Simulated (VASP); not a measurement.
# Ba (Cmmm) in VASP: further runs

Runs on Ba. Level: PBEsol. Tasks: relaxation of shape and atoms at fixed volume, relaxation of cell and atoms.

All numbers are computed with VASP 6.6.1; they aren't measurements. Logs are shortened: lines on timing, memory, paths and dates and some standing lists are left out, and cuts for length are marked.

### 1 The cell of the first run

The typed cell holds 1 atom: a = 4.096 Å, b = 4.096 Å, c = 3.778 Å, α = 90.00°, β = 90.00°, γ = 120.08°.

This isn't the form of Ba at room conditions, which is bcc.

### 2 Relaxation of shape and atoms at fixed volume, PBEsol (54.84 Å³/atom)

The input, INCAR:

```
PREC     = Accurate       # precision mode
ENCUT    = 600            # plane-wave cutoff, eV
EDIFF    = 1E-6           # SCF threshold, eV
ISMEAR   = 0              # smearing method
SIGMA    = 0.1            # smearing width, eV
LREAL    = False          # projectors in reciprocal space
LASPH    = True           # aspherical terms in the spheres
NELM     = 80             # most SCF steps
ALGO     = Fast           # electronic algorithm
ISIF     = 4              # what is computed and relaxed
LWAVE    = False          # write WAVECAR
LCHARG   = False          # write CHGCAR
GGA      = PS             # functional
IBRION   = 2              # ionic algorithm
NSW      = 50             # ionic steps
EDIFFG   = -0.01          # ionic threshold
```

The input, KPOINTS:

```
regular mesh
0
Gamma
  12 12 12
```

The input, POSCAR:

```
Ba
1.0
    2.0451669931     -3.5483847615      0.0000000000
    2.0451669931      3.5483847615      0.0000000000
    0.0000000000      0.0000000000      3.7784250638
Ba
1
Direct
    0.0000000000      0.0000000000      0.0000000000
```

Potentials or basis: VASP PAW PBE potentials, release 64 (Ba_sv).

Command:

```sh
cat potpaw_PBE.64/Ba_sv/POTCAR > POTCAR
mpirun -np 1 vasp_std > vasp.out
```

OUTCAR:

```text
PREC = Accurate
   ENCUT = 600
   EDIFF = 1E-6
   ISMEAR = 0
   LREAL = False
   LASPH = True
   NELM = 80
   ISIF = 4
   GGA = PS
   IBRION = 2
   NSW = 50
   EDIFFG = -0.01

 ion  position               nearest neighbor table
   1  0.000  0.000  0.000-

  LATTYP: Found a base centered orthorhombic cell.
 ALAT       =     4.0903339862
 B/A-ratio  =     1.7350097931
 C/A-ratio  =     0.9237448767

  Lattice vectors:

 A1 = (   2.0451669931,  -3.5483847615,   0.0000000000)
 A2 = (   2.0451669931,   3.5483847615,   0.0000000000)
 A3 = (   0.0000000000,   0.0000000000,   3.7784250638)

Analysis of symmetry for initial positions (statically):
=====================================================================
 Subroutine PRICEL returns:
 Original cell was already a primitive cell.

 Routine SETGRP: Setting up the symmetry group for a
 base centered orthorhombic supercell.

 Subroutine GETGRP returns: Found  8 space group operations
 (whereof  8 operations were pure point group operations)
 out of a pool of  8 trial point group operations.

The static configuration has the point symmetry D_2h.

Analysis of symmetry for dynamics (positions and initial velocities):
=====================================================================
 Subroutine PRICEL returns:
 Original cell was already a primitive cell.

 Routine SETGRP: Setting up the symmetry group for a
 base centered orthorhombic supercell.

 Subroutine GETGRP returns: Found  8 space group operations
 (whereof  8 operations were pure point group operations)
 out of a pool of  8 trial point group operations.

The dynamic configuration has the point symmetry D_2h.

 Subroutine INISYM returns: Found  8 space group operations
 (whereof  8 operations are pure point group operations),
 and found     1 'primitive' translations

----------------------------------------------------------------------------------------

                                     Primitive cell

  volume of cell :      54.8404

  direct lattice vectors                    reciprocal lattice vectors
     2.045166993 -3.548384761  0.000000000     0.244478814 -0.140909184  0.000000000
     2.045166993  3.548384761  0.000000000     0.244478814  0.140909184  0.000000000
     0.000000000  0.000000000  3.778425064     0.000000000  0.000000000  0.264660535

  length of vectors
     4.095575960  4.095575960  3.778425064     0.282179532  0.282179532  0.264660535

  position of ions in fractional coordinates (direct lattice)
     0.000000000  0.000000000  0.000000000

  ion indices of the primitive-cell ions
   primitive index   ion index
                 1           1

----------------------------------------------------------------------------------------

 KPOINTS: regular mesh

Automatic generation of k-mesh.
 Grid dimensions read from file:
 generate k-points for:   12   12   12

 Generating k-lattice:

  Cartesian coordinates                     Fractional coordinates (reciprocal lattice)
     0.020373234 -0.011742432  0.000000000     0.083333333  0.000000000  0.000000000
     0.020373234  0.011742432  0.000000000     0.000000000  0.083333333  0.000000000
     0.000000000  0.000000000  0.022055045     0.000000000  0.000000000  0.083333333

  Length of vectors
     0.023514961  0.023514961  0.022055045

  Shift w.r.t. Gamma in fractional coordinates (k-lattice)
     0.000000000  0.000000000  0.000000000

 Subroutine IBZKPT returns following result:
 ===========================================

 Found    301 irreducible k-points:

 Following reciprocal coordinates:
            Coordinates               Weight
  0.000000  0.000000  0.000000      1.000000
  0.083333  0.000000  0.000000      4.000000
  0.166667  0.000000  0.000000      4.000000
  0.250000  0.000000  0.000000      4.000000
  0.333333  0.000000  0.000000      4.000000
  0.416667  0.000000  0.000000      4.000000
[... 16 lines left out ...]
  0.500000  0.166667  0.000000      4.000000
 -0.416667  0.166667  0.000000      4.000000
 [... further k-points ...]
   k-points           NKPTS =    301   k-points in BZ     NKDIM =    301   number of bands    NBANDS=      9
   number of dos      NEDOS =    301   number of ions     NIONS =      1
   total plane-waves  NPLWV =  38880
   dimension x,y,z NGX =    36 NGY =   36 NGZ =   30
   dimension x,y,z NGXF=    72 NGYF=   72 NGZF=   60
   ions per type =               1
   NGX,Y,Z   is equivalent  to a cutoff of  14.61, 14.61, 13.20 a.u.
   NGXF,Y,Z  is equivalent  to a cutoff of  29.23, 29.23, 26.40 a.u.
 SYSTEM =  unknown system
   PREC   = accura    normal or accurate (medium, high low for compatibility)
   ISTART =      0    job   : 0-new  1-cont  2-samecut
   ICHARG =      2    charge: 1-file 2-atom 10-const
   ISPIN  =      1    spin polarized calculation?
   LNONCOLLINEAR =      F non collinear calculations
   LSORBIT =      F    spin-orbit coupling
   LASPH  =      T    aspherical Exc in radial PAW
   ENCUT  =  600.0 eV  44.10 Ry    6.64 a.u.   8.18  8.18  7.55*2*pi/ulx,y,z
   NELM   =     80;   NELMIN=  2; NELMDL= -5     # of ELM steps
   EDIFF  = 0.1E-05   stopping-criterion for ELM
   LREAL  =      F    real-space projection
   EDIFFG = -.1E-01   stopping-criterion for IOM
   NSW    =     50    number of steps for IOM
   IBRION =      2    ionic relax: 0-MD 1-quasi-New 2-CG
   NFREE  =      1    steps in history (QN), initial steepest desc. (CG)
   ISIF   =      4    stress and relaxation
   ISYM   =      2    0-nonsym 1-usesym 2-fastsym
   POTIM  = 0.5000    time-step for ionic-motion
   TEBEG  =    0.0;   TEEND  =   0.0 temperature during run
   PSTRESS=    0.0 pullay stress
   NELECT =      10.0000    total number of electrons
   NUPDOWN=      -1.0000    fix difference up-down
   EMIN   =  10.00;   EMAX   =-10.00  energy-range for DOS
   EFERMI =   0.00;   METHOD = LEGACY
   ISMEAR =     0;   SIGMA  =   0.10  broadening in eV -4-tet -1-fermi 0-gaus
   EFERMI_NEDOS =   21; number of points for ismear=-14 and -15
   IALGO  =     68    algorithm
   IMIX   =      4    mixing-type and parameters
     AMIX     =   0.40;   BMIX     =  1.00
     AMIX_MAG =   1.60;   BMIX_MAG =  1.00
  volume/ion in A,a.u.               =      54.84       370.08
  Fermi-wavevector in a.u.,A,eV,Ry     =   0.928342  1.754312 11.725761  0.861819
  Thomas-Fermi vector in A             =   2.054508
   LORBIT       =      0    0 simple, 1 ext, 2 COOP (PROOUT), +10 PAW based schemes
   GGA     = PS    functional components
   LHFCALC =     F    Hartree Fock is set to
   AEXX    =    0.0000 exact exchange contribution
   IVDW    =     0    specifies the selected vdW correction
   LEPSILON=     F    determine dielectric tensor
   LRPA    =     F    only Hartree local field effects (RPA)
 conjugate gradient relaxation of ions
 non-spin polarized calculation
 RMM-DIIS sequential band-by-band and
 Gauss-broadening in eV      SIGMA  =   0.10
  energy-cutoff  :      600.00
  volume of cell :       54.84
 maximum number of plane-waves:      1846
 NGX is ok and might be reduce to    36
   NGX = 17   NGY = 17   NGZ = 15

--------------------------------------- Ionic step        1  -------------------------------------------

 number of electron      10.0000000 magnetization

 Free energy of the ion-electron system (eV)
  ---------------------------------------------------
  ext. energy  EPLUGINS =         0.00000000
  ---------------------------------------------------
  free energy    TOTEN  =        -1.97418989 eV

  energy without entropy =       -1.96912802  energy(sigma->0) =       -1.97165896

------------------------ aborting loop because EDIFF is reached ----------------------------------------

  FORCE on cell =-STRESS in cart. coord.  units (eV):
  Direction    XX          YY          ZZ          XY          YZ          ZX
  --------------------------------------------------------------------------------------
  -------------------------------------------------------------------------------------
  Total        0.1285264      0.1172901      0.1751297      0.0000000      0.0000000      0.0000000
  in kB        3.7549369      3.4266650      5.1164656      0.0000000      0.0000000      0.0000000
  external PRESSURE =       4.0993558 kB  Pullay stress =       0.0000000 kB
[... 55 lines left out ...]
  energy  without entropy=       -1.9692035431  energy(sigma->0) =       -1.97172734

--------------------------------------- Ionic step        3  -------------------------------------------

 number of electron      10.0000000 magnetization

 Free energy of the ion-electron system (eV)
  ---------------------------------------------------
  ext. energy  EPLUGINS =         0.00000000
  ---------------------------------------------------
  free energy    TOTEN  =        -1.97425928 eV

  energy without entropy =       -1.96921762  energy(sigma->0) =       -1.97173845

 E-fermi :   2.0590     XC(G=0):  -7.9637

 val. band max:        2.0552398984   @ k =   0.4167   0.1667   0.2500
 cond. band min:       2.0647537374   @ k =   0.5000   0.0000   0.4167
 fundamental gap:      0.0095138390
 Fermi energy:         2.0590044340

 k-point     1 :       0.0000    0.0000    0.0000
  band No.  band energies     occupation
      1     -26.8696      2.00000
      2     -11.6502      2.00000
      3     -11.6493      2.00000
      4     -11.5746      2.00000
      5      -0.7328      2.00000
      6       2.0240      1.37937
      7       3.8600      0.00000
      8       3.8718      0.00000
      9       7.5732      0.00000
[... 265 lines left out ...]
 k-point    24 :      -0.4167    0.1667    0.0000
  band No.  band energies     occupation
      1     -26.8011      2.00000
      2     -12.2566      2.00000
      3     -11.8875      2.00000
      4     -11.4986      2.00000
      5       1.1932      2.00000
      6       2.3400      0.00007
      7       2.9225      0.00000
      8       5.5348      0.00000
      9       6.3060      0.00000

 [... further k-points ...]

------------------------ aborting loop because EDIFF is reached ----------------------------------------

  FORCE on cell =-STRESS in cart. coord.  units (eV):
  Direction    XX          YY          ZZ          XY          YZ          ZX
  --------------------------------------------------------------------------------------
  -------------------------------------------------------------------------------------
  Total        0.1427017      0.1362291      0.1425597      0.0000000      0.0000000      0.0000000
  in kB        4.1690710      3.9799748      4.1649246      0.0000000      0.0000000      0.0000000
  external PRESSURE =       4.1046568 kB  Pullay stress =       0.0000000 kB
[... 16 lines left out ...]
  FREE ENERGIE OF THE ION-ELECTRON SYSTEM (eV)
  ---------------------------------------------------
  free  energy   TOTEN  =        -1.9742592832 eV

  energy  without entropy=       -1.9692176188  energy(sigma->0) =       -1.97173845

 reached required accuracy - stopping structural energy minimisation
```

Wall time 4.7 min (1 thread of Intel Xeon 8259CL, shared host); peak memory 0.32 GiB.

What came out:

| Property | Result |
| --- | --- |
| Free energy | -1.9743 eV |
| Energy gained by relaxing | 0.1 meV/atom |
| Ionic steps | 3 |
| Pressure after relaxing | 0.4 GPa |
| Band gap on the k mesh | zero (bands 5 and 6 overlap by 0.79 eV) |

Final structure:
```
CELL_PARAMETERS angstrom
2.04348 -3.54265 0.00000
2.04348 3.54265 0.00000
0.00000 0.00000 3.78767
ATOMIC_POSITIONS crystal
Ba 0.00000 0.00000 0.00000
```

Levels at points of the mesh, in eV from the Fermi level:
| k point | band 1 | band 2 | band 3 | band 4 | band 5 | band 6 | band 7 | band 8 | band 9 |
| --- | --- | --- | --- | --- | --- | --- | --- | --- | --- |
| (0.00, 0.00, 0.00) | -28.93 | -13.71 | -13.71 | -13.63 | -2.79 | -0.04 | 1.80 | 1.81 | 5.51 |
| (0.50, 0.00, 0.00) | -28.85 | -14.50 | -13.89 | -13.54 | -1.07 | 0.43 | 1.42 | 3.05 | 4.96 |
| (0.50, 0.50, 0.00) | -28.85 | -14.50 | -13.89 | -13.54 | -1.07 | 0.43 | 1.41 | 3.06 | 4.97 |
| (0.00, 0.00, 0.50) | -28.83 | -14.65 | -13.61 | -13.61 | -0.82 | 0.94 | 2.44 | 2.45 | 2.97 |
| (0.50, 0.00, 0.50) | -28.75 | -14.49 | -14.35 | -13.78 | -1.09 | 0.10 | 2.03 | 3.76 | 4.42 |
| (0.50, 0.50, 0.50) | -28.75 | -14.49 | -14.35 | -13.78 | -1.09 | 0.10 | 2.03 | 3.76 | 4.41 |

Caveat: the PAW data sets were made with another functional, which shifts forces and pressure a little; spin-orbit coupling is left out, which moves the levels of the heavy elements.

### 3 Relaxation of cell and atoms, PBEsol

This run uses another cell than the first one, of 56.57 Å³/atom.

The input, INCAR:

```
SYSTEM = Ba
PREC = Accurate ; ENCUT = 600
EDIFF = 1E-7 ; ISMEAR = 0
SIGMA = 0.1 ; LREAL = .False.
LASPH = .True. ; NELM = 60
ALGO = Fast ; ISIF = 3
LWAVE = .False. ; LCHARG = .False.
GGA = PS ; IBRION = 2
NSW = 100 ; EDIFFG = -0.005
```

The input, KPOINTS:

```
Automatic mesh
0
Gamma
  12 12 12
  0 0 0
```

The input, POSCAR:

```
Ba
1.0
    2.0663673323     -3.5870854221      0.0000000000
    2.0663673323      3.5870854221      0.0000000000
    0.0000000000      0.0000000000      3.8160806382
Ba
1
Direct
    0.0000000000      0.0000000000      0.0000000000
```

Potentials or basis: VASP PAW PBE potentials, release 64 (Ba_sv).

Command:

```sh
cat potpaw_PBE.64/Ba_sv/POTCAR > POTCAR
mpirun -np 1 vasp_std > vasp.out
```

It took 24 min on 1 thread of Intel Xeon 8259CL, shared host; peak memory 0.33 GiB.

The run converged. Its results:

| Property | Result |
| --- | --- |
| Free energy | -1.9774 eV |
| Relaxed volume | 57.34 Å³/atom |
| Relaxed cell | a = 4.151 Å, b = 4.151 Å, c = 3.844 Å, α = 90.00°, β = 90.00°, γ = 120.02° |
| Space group after relaxing (to 0.1 Å) | P6/mmm (No. 191) |
| Energy gained by relaxing | 0.4 meV/atom |
| Ionic steps | 11 |
| Pressure after relaxing | 0.0 GPa |
| Band gap on the k mesh | zero (bands 5 and 6 overlap by 0.71 eV) |

Step by step:
```csv
step,energy change (eV),largest force (eV/Å),pressure (GPa),volume (Å³)
1,0.0000,0.0000,0.12,56.57
2,-0.0003,0.0000,0.05,56.92
3,-0.0003,0.0000,0.03,57.12
4,-0.0003,0.0000,-0.04,57.51
5,-0.0003,0.0000,0.01,57.23
6,-0.0003,0.0000,0.01,57.24
7,-0.0003,0.0000,-0.01,57.38
8,-0.0003,0.0000,0.02,57.26
9,-0.0003,0.0000,0.01,57.32
10,-0.0003,0.0000,0.01,57.28
11,-0.0004,0.0000,0.00,57.34
```

Final structure:
```cif
data_structure
_symmetry_space_group_name_H-M 'P 1'
_symmetry_Int_Tables_number 1
_cell_length_a 4.1506
_cell_length_b 4.1506
_cell_length_c 3.8442
_cell_angle_alpha 90.000
_cell_angle_beta 90.000
_cell_angle_gamma 120.024
_cell_volume 57.34
loop_
_atom_site_label
_atom_site_type_symbol
_atom_site_fract_x
_atom_site_fract_y
_atom_site_fract_z
_atom_site_occupancy
Ba1 Ba 0.00000 0.00000 0.00000 1
```

Levels at points of the mesh, in eV from the Fermi level:
```
           k point  band 3  band 4  band 5  band 6  band 7  band 8
(0.00, 0.00, 0.00)  -13.80  -13.73   -2.78    0.00    1.76    1.77
(0.50, 0.00, 0.00)  -13.96  -13.65   -1.04    0.42    1.27    2.96
(0.50, 0.50, 0.00)  -13.96  -13.65   -1.04    0.42    1.27    2.96
(0.00, 0.00, 0.50)  -13.71  -13.71   -0.86    0.84    2.37    2.37
(0.50, 0.00, 0.50)  -14.36  -13.87   -1.00    0.12    1.98    3.62
(0.50, 0.50, 0.50)  -14.36  -13.87   -1.00    0.12    1.99    3.62
```

Caveat: the PAW data sets were made with another functional, which shifts forces and pressure a little; spin-orbit coupling is left out, which moves the levels of the heavy elements. Zero-point motion and thermal expansion aren't in these numbers.

### 4 Relaxation of shape and atoms at fixed volume, PBEsol (58.23 Å³/atom)

This run uses another cell than the first one, of 58.23 Å³/atom.

The input, INCAR:

```
ALGO     = Fast           # electronic algorithm
EDIFF    = 1E-6           # SCF threshold, eV
EDIFFG   = -0.01          # ionic threshold
ENCUT    = 600            # plane-wave cutoff, eV
GGA      = PS             # functional
IBRION   = 2              # ionic algorithm
ISIF     = 4              # what is computed and relaxed
ISMEAR   = 0              # smearing method
LASPH    = T              # aspherical terms in the spheres
LCHARG   = F              # write CHGCAR
LREAL    = F              # projectors in reciprocal space
LWAVE    = F              # write WAVECAR
NELM     = 80             # most SCF steps
NSW      = 50             # ionic steps
PREC     = Accurate       # precision mode
SIGMA    = 0.1            # smearing width, eV
```

The input, KPOINTS:

```
k-points
0
Gamma
  12 12 12
```

The input, POSCAR:

```
Ba
1.0
    2.0864946326     -3.6200886208      0.0000000000
    2.0864946326      3.6200886208      0.0000000000
    0.0000000000      0.0000000000      3.8547774544
Ba
1
Direct
    0.0000000000      0.0000000000      0.0000000000
```

Command:

```sh
cat potpaw_PBE.64/Ba_sv/POTCAR > POTCAR
mpirun -np 1 vasp_std > vasp.out
```

Run time: 3.9 min. Hardware: 1 thread of Intel Xeon 8259CL, shared host; peak memory 0.33 GiB.

The run converged. Its results:

```
Free energy               : -1.9770 eV
Energy gained by relaxing : 0.0 meV/atom
Ionic steps               : 3
Pressure after relaxing   : -0.1 GPa
Band gap on the k mesh    : zero (bands 5 and 6 overlap by 0.68 eV)
```

Final structure:
```
Ba
1.0
     2.08510   -3.61426    0.00000
     2.08510    3.61426    0.00000
     0.00000    0.00000    3.86357
Ba
1
Direct
  0.00000 0.00000 0.00000
```

Levels at points of the mesh, in eV from the Fermi level:
```
           k point  band 1  band 2  band 3  band 4  band 5  band 6  band 7  band 8  band 9
(0.00, 0.00, 0.00)  -28.99  -13.83  -13.83  -13.76   -2.78    0.01    1.75    1.76    5.20
(0.50, 0.00, 0.00)  -28.93  -14.50  -13.99  -13.69   -1.03    0.42    1.22    2.93    4.70
(0.50, 0.50, 0.00)  -28.93  -14.50  -13.99  -13.69   -1.03    0.42    1.22    2.93    4.70
(0.00, 0.00, 0.50)  -28.92  -14.62  -13.75  -13.75   -0.87    0.81    2.34    2.35    2.84
(0.50, 0.00, 0.50)  -28.86  -14.50  -14.37  -13.90   -0.97    0.12    1.97    3.57    4.04
(0.50, 0.50, 0.50)  -28.86  -14.50  -14.37  -13.89   -0.97    0.12    1.97    3.57    4.04
```

Caveat: the PAW data sets were made with another functional, which shifts forces and pressure a little; spin-orbit coupling is left out, which moves the levels of the heavy elements.

### 5 Overview

| task | cell | gap on the mesh (eV) | pressure (GPa) | relaxed volume (Å³/atom) |
| --- | --- | --- | --- | --- |
| relaxation of shape and atoms at fixed volume | relaxed from a = 4.096, b = 4.096, c = 3.778 Å, angles 90.0, 90.0, 120.1°, 1 atom | none | 0.4 | 54.84 |
| relaxation of cell and atoms | relaxed from a = 4.140, b = 4.140, c = 3.816 Å, angles 90.0, 90.0, 120.1°, 1 atom | none | 0.0 | 57.34 |
| relaxation of shape and atoms at fixed volume | relaxed from a = 4.178, b = 4.178, c = 3.855 Å, angles 90.0, 90.0, 120.1°, 1 atom | none | -0.1 | 58.23 |

Alike in all rows: level PBEsol; potentials or basis VASP PAW PBE potentials, release 64 (Ba_sv); no spin polarisation; k mesh 12 × 12 × 12; cutoff (eV) 600; smearing gaussian 0.1 eV.

Caveats: the PAW data sets were made with another functional, which shifts forces and pressure a little; spin-orbit coupling is left out, which moves the levels of the heavy elements.

Absolute energies hang on the potentials; compare differences alone.

The gap in the log of VASP goes by the Fermi energy; the results here count the filled bands.